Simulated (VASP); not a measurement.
# Fe (I4/mmm) in VASP: a series of runs

Fe is run at these levels: PBE; tasks: single point.

Everything below comes from runs of VASP 6.6.1. Logs are shortened: lines on timing, memory, paths and dates and some standing lists are left out, and cuts for length are marked.

### Step 1. The cell of the first run

The structure is tetragonal, space group I4/mmm (No. 139). Conventional cell: a = 2.741 Å, b = 2.741 Å, c = 3.183 Å, α = 90.00°, β = 90.00°, γ = 90.00°. Within 3.3 Å of Fe (site symmetry 4/mmm) lie 14 Fe at 2.51 to 3.18 Å.

### Step 2. Single point, PBE, collinear spin, ferromagnetic start (volume 11.957 Å^3 an atom, c/a of the conventional cell 1.1612)

INCAR

```
SYSTEM = Fe
ALGO = Fast
EDIFF = 1E-6
ENCUT = 520
GGA = PE
ISIF = 2
ISMEAR = 0
ISPIN = 2
LASPH = .TRUE.
LCHARG = .FALSE.
LMAXMIX = 4
LORBIT = 11
LREAL = .FALSE.
LWAVE = .FALSE.
MAGMOM = 2.44
NBANDS = 14
NELM = 150
PREC = Accurate
SIGMA = 0.15
```

KPOINTS

```
k-points
0
G
  12 12 12
  0 0 0
```

POSCAR

```
Fe
1.0
   -1.3705190301      1.3705190301      1.5914466978
    1.3705190301     -1.3705190301      1.5914466978
    1.3705190301      1.3705190301     -1.5914466978
Fe
1
Direct
    0.0000000000      0.0000000000      0.0000000000
```

Potentials or basis: VASP PAW PBE potentials, release 64 (Fe).

On the command line:

```
cat potpaw_PBE.64/Fe/POTCAR > POTCAR
mpirun -np 1 vasp_std > vasp.out
```

OUTCAR:

```text
SYSTEM = Fe
   EDIFF = 1E-6
   ENCUT = 520
   GGA = PE
   ISIF = 2
   ISMEAR = 0
   ISPIN = 2
   LASPH = .TRUE.
   LORBIT = 11
   LREAL = .FALSE.
   NELM = 150
   PREC = Accurate

 ion  position               nearest neighbor table
   1  0.000  0.000  0.000-

  LATTYP: Found a body centered tetragonal cell.
 ALAT       =     2.7410380602
 C/A-ratio  =     1.1612000000

  Lattice vectors:

 A1 = (  -1.3705190301,   1.3705190301,   1.5914466978)
 A2 = (   1.3705190301,  -1.3705190301,   1.5914466978)
 A3 = (   1.3705190301,   1.3705190301,  -1.5914466978)

Analysis of symmetry for initial positions (statically):
=====================================================================
 Subroutine PRICEL returns:
 Original cell was already a primitive cell.

 Routine SETGRP: Setting up the symmetry group for a
 body centered tetragonal supercell.

 Subroutine GETGRP returns: Found 16 space group operations
 (whereof 16 operations were pure point group operations)
 out of a pool of 16 trial point group operations.

The static configuration has the point symmetry D_4h.

Analysis of symmetry for dynamics (positions and initial velocities):
=====================================================================
 Subroutine PRICEL returns:
 Original cell was already a primitive cell.

 Routine SETGRP: Setting up the symmetry group for a
 body centered tetragonal supercell.

 Subroutine GETGRP returns: Found 16 space group operations
 (whereof 16 operations were pure point group operations)
 out of a pool of 16 trial point group operations.

The dynamic configuration has the point symmetry D_4h.

Analysis of structural, dynamic, and magnetic symmetry:
=====================================================================
 Subroutine PRICEL returns:
 Original cell was already a primitive cell.

 Routine SETGRP: Setting up the symmetry group for a
 body centered tetragonal supercell.

 Subroutine GETGRP returns: Found 16 space group operations
 (whereof 16 operations were pure point group operations)
 out of a pool of 16 trial point group operations.

The overall configuration has the point symmetry D_4h.

 Subroutine INISYM returns: Found 16 space group operations
 (whereof 16 operations are pure point group operations),
 and found     1 'primitive' translations

----------------------------------------------------------------------------------------

                                     Primitive cell

  volume of cell :      11.9570

  direct lattice vectors                    reciprocal lattice vectors
    -1.370519030  1.370519030  1.591446698     0.000000000  0.364825288  0.314179545
     1.370519030 -1.370519030  1.591446698     0.364825288  0.000000000  0.314179545
     1.370519030  1.370519030 -1.591446698     0.364825288  0.364825288  0.000000000

  length of vectors
     2.507857136  2.507857136  2.507857136     0.481462644  0.481462644  0.515940870

  position of ions in fractional coordinates (direct lattice)
     0.000000000  0.000000000  0.000000000

  ion indices of the primitive-cell ions
   primitive index   ion index
                 1           1

----------------------------------------------------------------------------------------

 KPOINTS: k-points

Automatic generation of k-mesh.
 Grid dimensions read from file:
 generate k-points for:   12   12   12

 Generating k-lattice:

  Cartesian coordinates                     Fractional coordinates (reciprocal lattice)
     0.000000000  0.030402107  0.026181629     0.083333333  0.000000000  0.000000000
     0.030402107  0.000000000  0.026181629     0.000000000  0.083333333  0.000000000
     0.030402107  0.030402107  0.000000000     0.000000000  0.000000000  0.083333333

  Length of vectors
     0.040121887  0.040121887  0.042995073

  Shift w.r.t. Gamma in fractional coordinates (k-lattice)
     0.000000000  0.000000000  0.000000000

 Subroutine IBZKPT returns following result:
 ===========================================

 Found    163 irreducible k-points:

 Following reciprocal coordinates:
            Coordinates               Weight
  0.000000  0.000000  0.000000      1.000000
  0.083333 -0.000000  0.000000      8.000000
  0.166667  0.000000 -0.000000      8.000000
  0.250000 -0.000000  0.000000      8.000000
  0.333333  0.000000  0.000000      8.000000
  0.416667 -0.000000  0.000000      8.000000
[... 16 lines left out ...]
  0.500000  0.166667  0.000000     16.000000
 -0.416667  0.166667 -0.000000     16.000000
 [... further k-points ...]
   k-points           NKPTS =    163   k-points in BZ     NKDIM =    163   number of bands    NBANDS=     14
   number of dos      NEDOS =    301   number of ions     NIONS =      1
   total plane-waves  NPLWV =   8000
   dimension x,y,z NGX =    20 NGY =   20 NGZ =   20
   dimension x,y,z NGXF=    40 NGYF=   40 NGZF=   40
   ions per type =               1
   NGX,Y,Z   is equivalent  to a cutoff of  13.26, 13.26, 13.26 a.u.
   NGXF,Y,Z  is equivalent  to a cutoff of  26.52, 26.52, 26.52 a.u.
 SYSTEM =  Fe
   PREC   = accura    normal or accurate (medium, high low for compatibility)
   ISTART =      0    job   : 0-new  1-cont  2-samecut
   ICHARG =      2    charge: 1-file 2-atom 10-const
   ISPIN  =      2    spin polarized calculation?
   LNONCOLLINEAR =      F non collinear calculations
   LSORBIT =      F    spin-orbit coupling
   LASPH  =      T    aspherical Exc in radial PAW
   ENCUT  =  520.0 eV  38.22 Ry    6.18 a.u.   4.66  4.66  4.66*2*pi/ulx,y,z
   NELM   =    150;   NELMIN=  2; NELMDL= -5     # of ELM steps
   EDIFF  = 0.1E-05   stopping-criterion for ELM
   LREAL  =      F    real-space projection
   EDIFFG = 0.1E-04   stopping-criterion for IOM
   NSW    =      0    number of steps for IOM
   IBRION =     -1    ionic relax: 0-MD 1-quasi-New 2-CG
   NFREE  =      0    steps in history (QN), initial steepest desc. (CG)
   ISIF   =      2    stress and relaxation
   ISYM   =      2    0-nonsym 1-usesym 2-fastsym
   POTIM  = 0.5000    time-step for ionic-motion
   TEBEG  =    0.0;   TEEND  =   0.0 temperature during run
   PSTRESS=    0.0 pullay stress
   NELECT =       8.0000    total number of electrons
   NUPDOWN=      -1.0000    fix difference up-down
   EMIN   =  10.00;   EMAX   =-10.00  energy-range for DOS
   EFERMI =   0.00;   METHOD = LEGACY
   ISMEAR =     0;   SIGMA  =   0.15  broadening in eV -4-tet -1-fermi 0-gaus
   EFERMI_NEDOS =   21; number of points for ismear=-14 and -15
   IALGO  =     68    algorithm
   IMIX   =      4    mixing-type and parameters
     AMIX     =   0.40;   BMIX     =  1.00
     AMIX_MAG =   1.60;   BMIX_MAG =  1.00
  volume/ion in A,a.u.               =      11.96        80.69
  Fermi-wavevector in a.u.,A,eV,Ry     =   1.431850  2.705803 27.894575  2.050193
  Thomas-Fermi vector in A             =   2.551541
   LORBIT       =     11    0 simple, 1 ext, 2 COOP (PROOUT), +10 PAW based schemes
   GGA     = PE    functional components
   LHFCALC =     F    Hartree Fock is set to
   AEXX    =    0.0000 exact exchange contribution
   IVDW    =     0    specifies the selected vdW correction
   LEPSILON=     F    determine dielectric tensor
   LRPA    =     F    only Hartree local field effects (RPA)
 spin polarized calculation
 RMM-DIIS sequential band-by-band and
 Gauss-broadening in eV      SIGMA  =   0.15
  energy-cutoff  :      520.00
  volume of cell :       11.96
 maximum number of plane-waves:       332
   NGX =  9   NGY =  9   NGZ =  9

 number of electron       8.0000000 magnetization       2.3396128

 Free energy of the ion-electron system (eV)
  ---------------------------------------------------
  ext. energy  EPLUGINS =         0.00000000
  ---------------------------------------------------
  free energy    TOTEN  =        -8.18879210 eV

  energy without entropy =       -8.17714217  energy(sigma->0) =       -8.18296714

 E-fermi :   5.3262     XC(G=0): -12.8233

 val. band max:        5.3246373750   @ k =  -0.3333   0.5000   0.3333
 cond. band min:       5.3298235329   @ k =   0.4167   0.4167   0.0000
 fundamental gap:      0.0051861580
 Fermi energy:         5.3262211484

 spin component 1

 k-point     1 :       0.0000    0.0000    0.0000
  band No.  band energies     occupation
      1      -2.8283      1.00000
      2       2.9748      1.00000
      3       2.9748      1.00000
      4       3.5495      1.00000
      5       3.7821      1.00000
      6       4.3776      1.00000
      7      28.1403      0.00000
      8      30.6353      0.00000
      9      30.6353      0.00000
     10      33.8968      0.00000
     11      33.9084      0.00000
     12      35.2488      0.00000
     13      35.2488      0.00000
     14      35.7736      0.00000
[... 375 lines left out ...]
 k-point    24 :      -0.4167    0.1667   -0.0000
  band No.  band energies     occupation
      1       0.9189      1.00000
      2       2.4035      1.00000
      3       2.7596      1.00000
      4       3.8413      1.00000
      5       4.7378      1.00000
      6       5.8336      0.00000
      7      16.2654      0.00000
      8      21.4965      0.00000
      9      25.0478      0.00000
     10      29.3417      0.00000
     11      34.0762      0.00000
     12      37.7216      0.00000
     13      40.1860      0.00000
     14      44.2873      0.00000

 [... further k-points ...]

 spin component 2

 k-point     1 :       0.0000    0.0000    0.0000
  band No.  band energies     occupation
      1      -2.6554      1.00000
      2       4.9539      0.99978
      3       4.9540      0.99978
      4       5.8887      0.00000
      5       6.4149      0.00000
      6       7.3884      0.00000
      7      27.8106      0.00000
      8      30.5362      0.00000
      9      30.5362      0.00000
     10      34.3686      0.00000
     11      34.8529      0.00000
     12      35.5661      0.00000
     13      35.8976      0.00000
     14      35.8976      0.00000
[... 375 lines left out ...]
 k-point    24 :      -0.4167    0.1667   -0.0000
  band No.  band energies     occupation
      1       1.6507      1.00000
      2       4.1313      1.00000
      3       4.5557      1.00000
      4       6.4351      0.00000
      5       7.5255      0.00000
      6       7.8813      0.00000
      7      17.1341      0.00000
      8      22.0393      0.00000
      9      25.6453      0.00000
     10      29.5748      0.00000
     11      34.4390      0.00000
     12      38.2290      0.00000
     13      40.5757      0.00000
     14      44.5191      0.00000

 [... further k-points ...]

------------------------ aborting loop because EDIFF is reached ----------------------------------------

  FORCE on cell =-STRESS in cart. coord.  units (eV):
  Direction    XX          YY          ZZ          XY          YZ          ZX
  --------------------------------------------------------------------------------------
  -------------------------------------------------------------------------------------
  Total       -0.1850943     -0.1850943     -1.0345777      0.0000000     -0.0000000      0.0000000
  in kB      -24.8017009    -24.8017009   -138.6281655      0.0000000     -0.0000000      0.0000000
  external PRESSURE =     -62.7438558 kB  Pullay stress =       0.0000000 kB

 VOLUME and BASIS-vectors are now :
 -----------------------------------------------------------------------------
  energy-cutoff  :      520.00
  volume of cell :       11.96
      direct lattice vectors                 reciprocal lattice vectors
    -1.370519030  1.370519030  1.591446698     0.000000000  0.364825288  0.314179545
     1.370519030 -1.370519030  1.591446698     0.364825288  0.000000000  0.314179545
     1.370519030  1.370519030 -1.591446698     0.364825288  0.364825288  0.000000000

 POSITION                                       TOTAL-FORCE (eV/Angst)
 -----------------------------------------------------------------------------------
      0.00000      0.00000      0.00000        -0.000000     -0.000000      0.000000
 -----------------------------------------------------------------------------------
    total drift:                                0.000000     -0.000000      0.000000

  FREE ENERGIE OF THE ION-ELECTRON SYSTEM (eV)
  ---------------------------------------------------
  free  energy   TOTEN  =        -8.1887920961 eV

  energy  without entropy=       -8.1771421743  energy(sigma->0) =       -8.18296714

 total charge

# of ion       s       p       d       tot
------------------------------------------
    1        0.469   0.498   6.203   7.169

 magnetization (x)

# of ion       s       p       d       tot
------------------------------------------
    1       -0.014  -0.055   2.414   2.344
```

It took 72 s on 1 thread of AMD EPYC 7R43 (Zen 3), shared host; peak memory 0.12 GiB.

What came out:

| Property | Result |
| --- | --- |
| Free energy | -8.1888 eV |
| Pressure | -6.3 GPa |
| Net moment | 2.34 μB per cell |
| Site moments | Fe +2.34 μB |
| Valence electrons inside the program's atomic spheres | Fe 7.17 |

Stress tensor (GPa, compression positive):
```
 -2.48   0.00   0.00
  0.00  -2.48   0.00
  0.00   0.00 -13.86
```

Levels at points of the mesh, in eV from the Fermi level:
Spin up:
```csv
k point,band 2,band 3,band 4,band 5,band 6,band 7,band 8,band 9
"(0.00, 0.00, 0.00)",-2.35,-2.35,-1.78,-1.54,-0.95,22.81,25.31,25.31
"(0.50, 0.00, 0.00)",-2.88,-1.69,-0.70,0.10,0.22,6.48,19.16,21.10
"(0.50, 0.50, 0.00)",-3.75,-0.66,-0.60,0.31,1.37,7.96,16.02,16.73
"(0.50, 0.50, 0.50)",-4.40,-0.22,0.09,0.09,6.18,11.51,11.51,12.86
```
Spin down:
```
           k point  band 1  band 2  band 3  band 4  band 5  band 6  band 7
(0.00, 0.00, 0.00)   -7.98   -0.37   -0.37    0.56    1.09    2.06   22.48
(0.50, 0.00, 0.00)   -3.35   -0.89    0.31    0.97    2.12    2.53    7.95
(0.50, 0.50, 0.00)   -3.24   -2.06    1.51    2.22    2.23    2.63    9.39
(0.50, 0.50, 0.50)   -2.84   -2.50    2.33    2.38    2.38    6.42   11.82
```

### Step 3. Single point, PBE, collinear spin, ferromagnetic start (volume 11.957 Å^3 an atom, c/a of the conventional cell 1.5658)

INCAR

```
SYSTEM = Fe
ALGO = Fast
EDIFF = 1E-6
ENCUT = 520
GGA = PE
ISIF = 2
ISMEAR = 0
ISPIN = 2
LASPH = .True.
LCHARG = .False.
LMAXMIX = 4
LORBIT = 11
LREAL = .False.
LWAVE = .False.
MAGMOM = 2.44
NBANDS = 14
NELM = 150
PREC = Accurate
SIGMA = 0.15
```

KPOINTS

```
k-points
0
Gamma
  12 12 12
  0 0 0
```

POSCAR

```
Fe
1.0
   -1.2405339372      1.2405339372      1.9424280388
    1.2405339372     -1.2405339372      1.9424280388
    1.2405339372      1.2405339372     -1.9424280388
Fe
1
Direct
    0.0000000000      0.0000000000      0.0000000000
```

Potentials or basis: VASP PAW PBE potentials, release 64 (Fe).

On the command line:

```
cat potpaw_PBE.64/Fe/POTCAR > POTCAR
mpirun -np 1 vasp_std > vasp.out
```

Run time: 70 s. Hardware: 1 thread of AMD EPYC 7R43 (Zen 3), shared host; peak memory 0.12 GiB.

Results (log left out):

```yaml
Free_energy: -8.1225 eV
Pressure: -2.6 GPa
Net_moment: 2.43 μB per cell
Site_moments: Fe +2.44 μB
Valence_electrons_inside_the_program's_atomic_spheres: Fe 7.17
```

Stress tensor (GPa, compression positive):
```
-5.37  0.00  0.00
 0.00 -5.37  0.00
 0.00  0.00  2.93
```

Levels at points of the mesh, in eV from the Fermi level:
Spin up:
| k point | band 3 | band 4 | band 5 | band 6 | band 7 | band 8 |
| --- | --- | --- | --- | --- | --- | --- |
| (0.00, 0.00, 0.00) | -2.12 | -2.12 | -1.66 | -1.09 | 22.11 | 25.06 |
| (0.50, 0.00, 0.00) | -2.24 | -0.59 | -0.22 | -0.02 | 6.21 | 19.37 |
| (0.50, 0.50, 0.00) | -0.55 | -0.45 | 0.30 | 3.38 | 10.21 | 13.46 |
| (0.50, 0.50, 0.50) | -0.59 | -0.23 | -0.23 | 1.18 | 7.79 | 15.80 |
Spin down:
```tsv
k point	band 1	band 2	band 3	band 4	band 5	band 6	band 7	band 8
(0.00, 0.00, 0.00)	-8.08	-0.76	0.28	0.28	0.92	2.00	21.76	24.97
(0.50, 0.00, 0.00)	-3.43	-0.55	0.10	0.43	2.25	2.35	7.76	19.35
(0.50, 0.50, 0.00)	-3.11	-2.37	2.23	2.28	2.54	3.61	11.64	13.79
(0.50, 0.50, 0.50)	-3.35	-2.50	1.36	2.48	2.48	2.58	9.27	16.31
```
